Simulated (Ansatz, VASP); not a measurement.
CaO: VASP beside Ansatz

Contents of POSCAR:

```
CaO
1.0
    2.3397942004      2.3397942004      0.0000000000
   -2.3397942004      2.3397942004      0.0000000000
    0.0000000000      2.3397942004      2.3397942004
Ca O
1 1
Direct
    0.0000000000      0.0000000000      0.0000000000
    0.5000000000      0.5000000000      0.0000000000
```

INCAR.step1

```
SYSTEM = CaO
  ALGO = Normal
  EDIFF = 1E-5
  ENCUT = 910
  GGA = PE
  GGA_COMPAT = .False.
  ISMEAR = 0
  LASPH = .True.
  LCHARG = .False.
  LREAL = .False.
  LWAVE = .True.
  NBANDS = 15
  NELM = 120
  PREC = Accurate
  SIGMA = 0.01
```

File INCAR.step2:

```
SYSTEM = CaO
  ALGO = Normal
  EDIFF = 1E-6
  ENCUT = 910
  GGA_COMPAT = .False.
  ISIF = 2
  ISMEAR = 0
  ISTART = 1
  LASPH = .True.
  LCHARG = .True.
  LELF = .True.
  LMIXTAU = .True.
  LREAL = .False.
  LVHAR = .True.
  LWAVE = .False.
  METAGGA = R2SCAN
  NBANDS = 15
  NELM = 120
  PREC = Accurate
  SIGMA = 0.01
```

File KPOINTS:

```
k-points
0
Gamma
  8 8 8
  0 0 0
```

Input for Ansatz:

```yaml
crystal:
  lattice:
    - [2.33979420036, 2.33979420036, 0.0]
    - [-2.33979420036, 2.33979420036, 0.0]
    - [0.0, 2.33979420036, 2.33979420036]
  atoms:
    - { symbol: Ca, position: [0.0, 0.0, 0.0] }
    - { symbol: O, position: [0.5, 0.5, 0.0] }
kpoints:
  mp_grid: { grid: [8, 8, 8] }
scf:
  occupations: { method: fixed }
  convergence: { dr2_threshold: 1.0e-10 }
hamiltonian:
  xc: r2scan
  pseudopotentials: { kind: paw }
output:
  forces: true
  stress: true
  eigenstates:
    kpoints:
      - [0.0, 0.0, 0.0]
      - [-0.5, 0.5, 0.0]
      - [-0.5, -0.5, -0.5]
      - [0.0, 0.0, -0.5]
      - [0.0, -0.5, -0.5]
      - [0.0, 0.5, 0.0]
      - [-0.5, 0.0, 0.0]
      - [-0.5, 0.0, -0.5]
  eigenvalues: true
```

Alike in both runs: task single point; functional r2SCAN; k mesh 8 × 8 × 8; no spin polarisation.

|  | VASP | Ansatz |
| --- | --- | --- |
| version | VASP 6.6.1 | Ansatz 0.2.0 |
| potentials or method | VASP PAW PBE potentials, release 64 (Ca_sv, O_h) | PAW with Ansatz's default frozen-core files, scalar-relativistic |
| plane-wave cutoff (eV) | 910 | 500 |
| occupations | gaussian, width 0.01 eV | fixed |
| valence electrons in the cell | 16 | 16 |

Ansatz gave:

- gap on the k mesh at the Fermi level (eV): 4.17

Estimate VASP's values.

gap on the k mesh at the Fermi level (eV): 4.16.

VASP's potentials were made for PBE, not for r2SCAN.

Noted on VASP's run: the cutoff is short for stress, so the pressure is rough.
